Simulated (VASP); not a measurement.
# Y in VASP: a series of runs

The runs below take Y through relaxation of cell and atoms, single point, with PBE.

Program: VASP 6.6.1. These are calculated values, not measurements. Logs are shortened: lines on timing, memory, paths and dates and some standing lists are left out, and cuts for length are marked.

**1. The cell of the first run**

It takes space group Fm-3m (No. 225, cubic). The conventional cell has a = 5.065 Å, b = 5.065 Å, c = 5.065 Å, α = 90.00°, β = 90.00°, γ = 90.00°. Y (site symmetry m-3m) has 12 Y at 3.58 Å within 4.7 Å.

This isn't the form of Y at room conditions, which is hcp.

**2. Relaxation of cell and atoms, PBE**

Input file INCAR:

```
PREC     = Accurate       # precision mode
ENCUT    = 600            # plane-wave cutoff, eV
EDIFF    = 1E-6           # SCF threshold, eV
ISMEAR   = 0              # smearing method
SIGMA    = 0.1            # smearing width, eV
LREAL    = F              # projectors in reciprocal space
LASPH    = T              # aspherical terms in the spheres
NELM     = 100            # most SCF steps
ALGO     = Fast           # electronic algorithm
ISIF     = 3              # what is computed and relaxed
LWAVE    = F              # write WAVECAR
LCHARG   = F              # write CHGCAR
GGA      = PE             # functional
IBRION   = 2              # ionic algorithm
NSW      = 100            # ionic steps
EDIFFG   = -0.01          # ionic threshold
```

Input file KPOINTS:

```
Automatic mesh
0
Gamma
  18 18 18
```

Input file POSCAR:

```
Y
1.0
    0.0000000000      2.5326607096      2.5326607096
    2.5326607096      0.0000000000      2.5326607096
    2.5326607096      2.5326607096      0.0000000000
Y
1
Direct
    0.0000000000      0.0000000000      0.0000000000
```

Potentials or basis: VASP PAW PBE potentials, release 64 (Y_sv).

On the command line:

```bash
$ cat potpaw_PBE.64/Y_sv/POTCAR > POTCAR
$ mpirun -np 1 vasp_std > vasp.out
```

OUTCAR:

```text
PREC = Accurate
   ENCUT = 600
   EDIFF = 1E-6
   ISMEAR = 0
   LREAL = F
   LASPH = T
   NELM = 100
   ISIF = 3
   GGA = PE
   IBRION = 2
   NSW = 100
   EDIFFG = -0.01

 ion  position               nearest neighbor table
   1  0.000  0.000  0.000-

  LATTYP: Found a face centered cubic cell.
 ALAT       =     5.0653214192

  Lattice vectors:

 A1 = (   0.0000000000,   2.5326607096,   2.5326607096)
 A2 = (   2.5326607096,   0.0000000000,   2.5326607096)
 A3 = (   2.5326607096,   2.5326607096,   0.0000000000)

Analysis of symmetry for initial positions (statically):
=====================================================================
 Subroutine PRICEL returns:
 Original cell was already a primitive cell.

 Routine SETGRP: Setting up the symmetry group for a
 face centered cubic supercell.

 Subroutine GETGRP returns: Found 48 space group operations
 (whereof 48 operations were pure point group operations)
 out of a pool of 48 trial point group operations.

The static configuration has the point symmetry O_h .

Analysis of symmetry for dynamics (positions and initial velocities):
=====================================================================
 Subroutine PRICEL returns:
 Original cell was already a primitive cell.

 Routine SETGRP: Setting up the symmetry group for a
 face centered cubic supercell.

 Subroutine GETGRP returns: Found 48 space group operations
 (whereof 48 operations were pure point group operations)
 out of a pool of 48 trial point group operations.

The dynamic configuration has the point symmetry O_h .

 Subroutine INISYM returns: Found 48 space group operations
 (whereof 48 operations are pure point group operations),
 and found     1 'primitive' translations

----------------------------------------------------------------------------------------

                                     Primitive cell

  volume of cell :      32.4908

  direct lattice vectors                    reciprocal lattice vectors
     0.000000000  2.532660710  2.532660710    -0.197420838  0.197420838  0.197420838
     2.532660710  0.000000000  2.532660710     0.197420838 -0.197420838  0.197420838
     2.532660710  2.532660710  0.000000000     0.197420838  0.197420838 -0.197420838

  length of vectors
     3.581723124  3.581723124  3.581723124     0.341942922  0.341942922  0.341942922

  position of ions in fractional coordinates (direct lattice)
     0.000000000  0.000000000  0.000000000

  ion indices of the primitive-cell ions
   primitive index   ion index
                 1           1

----------------------------------------------------------------------------------------

 KPOINTS: Automatic mesh

Automatic generation of k-mesh.
 Grid dimensions read from file:
 generate k-points for:   18   18   18

 Generating k-lattice:

  Cartesian coordinates                     Fractional coordinates (reciprocal lattice)
    -0.010967824  0.010967824  0.010967824     0.055555556  0.000000000  0.000000000
     0.010967824 -0.010967824  0.010967824     0.000000000  0.055555556  0.000000000
     0.010967824  0.010967824 -0.010967824     0.000000000  0.000000000  0.055555556

  Length of vectors
     0.018996829  0.018996829  0.018996829

  Shift w.r.t. Gamma in fractional coordinates (k-lattice)
     0.000000000  0.000000000  0.000000000

 Subroutine IBZKPT returns following result:
 ===========================================

 Found    195 irreducible k-points:

 Following reciprocal coordinates:
            Coordinates               Weight
[... 41 lines left out ...]
   ENCUT  =  600.0 eV  44.10 Ry    6.64 a.u.   7.15  7.15  7.15*2*pi/ulx,y,z
   NELM   =    100;   NELMIN=  2; NELMDL= -5     # of ELM steps
   EDIFF  = 0.1E-05   stopping-criterion for ELM
   LREAL  =      F    real-space projection
   EDIFFG = -.1E-01   stopping-criterion for IOM
   NSW    =    100    number of steps for IOM
   IBRION =      2    ionic relax: 0-MD 1-quasi-New 2-CG
   NFREE  =      1    steps in history (QN), initial steepest desc. (CG)
   ISIF   =      3    stress and relaxation
   ISYM   =      2    0-nonsym 1-usesym 2-fastsym
   POTIM  = 0.5000    time-step for ionic-motion
   TEBEG  =    0.0;   TEEND  =   0.0 temperature during run
   PSTRESS=    0.0 pullay stress
   NELECT =      11.0000    total number of electrons
   NUPDOWN=      -1.0000    fix difference up-down
   EMIN   =  10.00;   EMAX   =-10.00  energy-range for DOS
   EFERMI =   0.00;   METHOD = LEGACY
   ISMEAR =     0;   SIGMA  =   0.10  broadening in eV -4-tet -1-fermi 0-gaus
   EFERMI_NEDOS =   21; number of points for ismear=-14 and -15
   IALGO  =     68    algorithm
   IMIX   =      4    mixing-type and parameters
     AMIX     =   0.40;   BMIX     =  1.00
     AMIX_MAG =   1.60;   BMIX_MAG =  1.00
  volume/ion in A,a.u.               =      32.49       219.26
  Fermi-wavevector in a.u.,A,eV,Ry     =   1.140999  2.156176 17.713145  1.301879
  Thomas-Fermi vector in A             =   2.277700
   LORBIT       =      0    0 simple, 1 ext, 2 COOP (PROOUT), +10 PAW based schemes
   GGA     = PE    functional components
   LHFCALC =     F    Hartree Fock is set to
   AEXX    =    0.0000 exact exchange contribution
   IVDW    =     0    specifies the selected vdW correction
   LEPSILON=     F    determine dielectric tensor
   LRPA    =     F    only Hartree local field effects (RPA)
 conjugate gradient relaxation of ions
 non-spin polarized calculation
 RMM-DIIS sequential band-by-band and
 Gauss-broadening in eV      SIGMA  =   0.10
  energy-cutoff  :      600.00
  volume of cell :       32.49
 maximum number of plane-waves:      1106
 NGX is ok and might be reduce to    30

--------------------------------------- Ionic step        1  -------------------------------------------

 number of electron      11.0000001 magnetization

 Free energy of the ion-electron system (eV)
  ---------------------------------------------------
  ext. energy  EPLUGINS =         0.00000000
  ---------------------------------------------------
  free energy    TOTEN  =        -6.41140156 eV

  energy without entropy =       -6.40407371  energy(sigma->0) =       -6.40773764

------------------------ aborting loop because EDIFF is reached ----------------------------------------

  FORCE on cell =-STRESS in cart. coord.  units (eV):
  Direction    XX          YY          ZZ          XY          YZ          ZX
  --------------------------------------------------------------------------------------
  -------------------------------------------------------------------------------------
  Total       -0.0361449     -0.0361449     -0.0361449      0.0000000     -0.0000000      0.0000000
  in kB       -1.7823669     -1.7823669     -1.7823669      0.0000000     -0.0000000      0.0000000
  external PRESSURE =      -1.7823669 kB  Pullay stress =       0.0000000 kB

 VOLUME and BASIS-vectors are now :
 -----------------------------------------------------------------------------
  energy-cutoff  :      600.00
  volume of cell :       32.49
      direct lattice vectors                 reciprocal lattice vectors
     0.000000000  2.532660710  2.532660710    -0.197420838  0.197420838  0.197420838
     2.532660710  0.000000000  2.532660710     0.197420838 -0.197420838  0.197420838
     2.532660710  2.532660710  0.000000000     0.197420838  0.197420838 -0.197420838

 POSITION                                       TOTAL-FORCE (eV/Angst)
 -----------------------------------------------------------------------------------
      0.00000      0.00000      0.00000        -0.000000     -0.000000     -0.000000
 -----------------------------------------------------------------------------------
    total drift:                               -0.000000     -0.000000      0.000000

  FREE ENERGIE OF THE ION-ELECTRON SYSTEM (eV)
  ---------------------------------------------------
  free  energy   TOTEN  =        -6.4114015640 eV

  energy  without entropy=       -6.4040737122  energy(sigma->0) =       -6.40773764

--------------------------------------- Ionic step        2  -------------------------------------------

 number of electron      11.0000001 magnetization

 Free energy of the ion-electron system (eV)
  ---------------------------------------------------
  ext. energy  EPLUGINS =         0.00000000
  ---------------------------------------------------
  free energy    TOTEN  =        -6.41149956 eV

  energy without entropy =       -6.40423226  energy(sigma->0) =       -6.40786591

 E-fermi :   3.1324     XC(G=0):  -9.4861

 val. band max:        3.1312454889   @ k =  -0.4444   0.2222   0.1111
 cond. band min:       3.1407585276   @ k =   0.3333   0.2222   0.0000
 fundamental gap:      0.0095130387
 Fermi energy:         3.1323813833

 k-point     1 :       0.0000    0.0000    0.0000
  band No.  band energies     occupation
      1     -39.5324      2.00000
      2     -19.2253      2.00000
      3     -19.2253      2.00000
      4     -19.2253      2.00000
      5      -1.6360      2.00000
      6       4.9264      0.00000
      7       4.9264      0.00000
      8       4.9264      0.00000
      9       6.9489      0.00000
[... 265 lines left out ...]
 k-point    24 :      -0.2222    0.0556    0.0000
  band No.  band energies     occupation
      1     -39.4997      2.00000
      2     -19.5080      2.00000
      3     -19.2805      2.00000
      4     -19.2552      2.00000
      5      -0.2814      2.00000
      6       3.8593      0.00000
      7       5.1207      0.00000
      8       5.2631      0.00000
      9       6.5946      0.00000

 [... further k-points ...]
[... 5 lines left out ...]
  --------------------------------------------------------------------------------------
  -------------------------------------------------------------------------------------
  Total       -0.0016428     -0.0016428     -0.0016428     -0.0000000     -0.0000000     -0.0000000
  in kB       -0.0814355     -0.0814355     -0.0814355     -0.0000000     -0.0000000     -0.0000000
  external PRESSURE =      -0.0814355 kB  Pullay stress =       0.0000000 kB

 VOLUME and BASIS-vectors are now :
 -----------------------------------------------------------------------------
  energy-cutoff  :      600.00
  volume of cell :       32.32
      direct lattice vectors                 reciprocal lattice vectors
     0.000000000  2.528244438  2.528244438    -0.197765688  0.197765688  0.197765688
     2.528244438 -0.000000000  2.528244438     0.197765688 -0.197765688  0.197765688
     2.528244438  2.528244438  0.000000000     0.197765688  0.197765688 -0.197765688

 POSITION                                       TOTAL-FORCE (eV/Angst)
 -----------------------------------------------------------------------------------
      2.52824      2.52824      5.05649         0.000000     -0.000000     -0.000000
 -----------------------------------------------------------------------------------
    total drift:                                0.000000      0.000000      0.000000

  FREE ENERGIE OF THE ION-ELECTRON SYSTEM (eV)
  ---------------------------------------------------
  free  energy   TOTEN  =        -6.4114995574 eV

  energy  without entropy=       -6.4042322583  energy(sigma->0) =       -6.40786591

 reached required accuracy - stopping structural energy minimisation
```

It took 73 s on 1 thread of Intel Xeon 6975P-C (Granite Rapids), shared host; peak memory 0.26 GiB.

Results:

| Quantity | Value |
| --- | --- |
| Free energy | -6.4115 eV |
| Relaxed volume | 32.32 Å³/atom |
| Relaxed cell | a = 3.575 Å, b = 3.575 Å, c = 3.575 Å, α = 60.00°, β = 60.00°, γ = 60.00° |
| Space group after relaxing (to 0.1 Å) | Fm-3m (No. 225) |
| Energy gained by relaxing | 0.1 meV/atom |
| Ionic steps | 2 |
| Pressure after relaxing | 0.0 GPa |
| Band gap on the k mesh | zero (an odd number of electrons rules out a gap without spin polarisation) |

Final structure:
```
Y
1.0
     0.00000    2.52824    2.52824
     2.52824    0.00000    2.52824
     2.52824    2.52824    0.00000
Y
1
Cartesian
  2.5282 2.5282 5.0565
```

**3. Single point, PBE**

This run uses another cell than the first one: it holds 8 atoms, not 1.

Input file INCAR:

```
PREC = Accurate ; ENCUT = 520
EDIFF = 1E-6 ; ISMEAR = 0
SIGMA = 0.2 ; LREAL = F
LASPH = T ; NELM = 60
ALGO = Fast ; ISIF = 2
LWAVE = F ; LCHARG = T
GGA = PE ; LELF = T
LVHAR = T ; NBANDS = 54
```

Input file KPOINTS:

```
Automatic mesh
0
Gamma
  4 4 4
```

Input file POSCAR:

```
Y
1.0
    0.0001279711      5.0544571552      5.0494503725
    5.0885555158      0.0008736312      5.0483685455
    5.0882962089      5.0536468220      0.0006827170
Y
8
Direct
   -0.0000839045     -0.0001311880      0.0000812892
    0.9999779725      0.0001149296      0.4998130609
    1.0000977412      0.4999364599      0.0000476066
    1.0000084558      0.5000192926      0.5000667051
    0.5000043310      1.0000872796      0.0000161117
    0.4998543710     -0.0000614690      0.5000292743
    0.5000892544      0.5000779095      0.0000004271
    0.5000517786      0.4999567859      0.4999455250
```

Potentials or basis: VASP PAW PBE potentials, release 64 (Y_sv).

On the command line:

```bash
$ cat potpaw_PBE.64/Y_sv/POTCAR > POTCAR
$ mpirun -np 1 vasp_std > vasp.out
```

Run time: 13 min. Hardware: 1 thread of Intel Xeon 6975P-C (Granite Rapids), shared host; peak memory 0.63 GiB.

The run converged. Its results:

```yaml
Free_energy: -51.3917 eV
Pressure: -0.1 GPa
Largest_force: 0.005 eV/Å
Band_gap_on_the_k_mesh: zero (bands 44 and 45 overlap by 0.91 eV)
```

Forces in eV/Å, atoms in the order of the input:
```
Y    0.002  0.000  0.005
Y    0.001  0.003 -0.004
Y    0.000 -0.002  0.002
Y   -0.002 -0.001 -0.002
Y   -0.003 -0.002 -0.002
Y    0.001  0.001  0.003
Y   -0.001  0.000 -0.003
Y    0.003  0.000  0.002
```

Stress tensor (GPa, compression positive):
```
-0.29  0.00  0.00
 0.00 -0.07 -0.01
 0.00 -0.01 -0.03
```

Levels at points of the mesh, in eV from the Fermi level:
| k point | band 42 | band 43 | band 44 | band 45 | band 46 | band 47 |
| --- | --- | --- | --- | --- | --- | --- |
| (0.00, 0.00, 0.00) | -0.87 | -0.86 | 0.63 | 0.63 | 0.63 | 0.63 |
| (0.50, 0.00, 0.00) | -0.29 | -0.29 | -0.29 | -0.28 | -0.28 | 0.73 |
| (0.50, 0.50, 0.50) | -0.29 | -0.29 | -0.29 | -0.28 | -0.28 | 0.73 |
| (0.00, 0.50, 0.00) | -0.29 | -0.29 | -0.29 | -0.28 | -0.28 | 0.73 |
| (0.00, 0.00, 0.50) | -0.29 | -0.29 | -0.29 | -0.28 | -0.28 | 0.73 |
| (0.50, 0.50, 0.00) | 0.18 | 0.24 | 0.24 | 0.28 | 0.28 | 0.35 |
| (0.50, 0.00, 0.50) | 0.18 | 0.23 | 0.23 | 0.28 | 0.28 | 0.34 |
| (0.00, 0.50, 0.50) | 0.18 | 0.26 | 0.27 | 0.27 | 0.27 | 0.31 |

The gap in the log of VASP goes by the Fermi energy; the results here count the filled bands.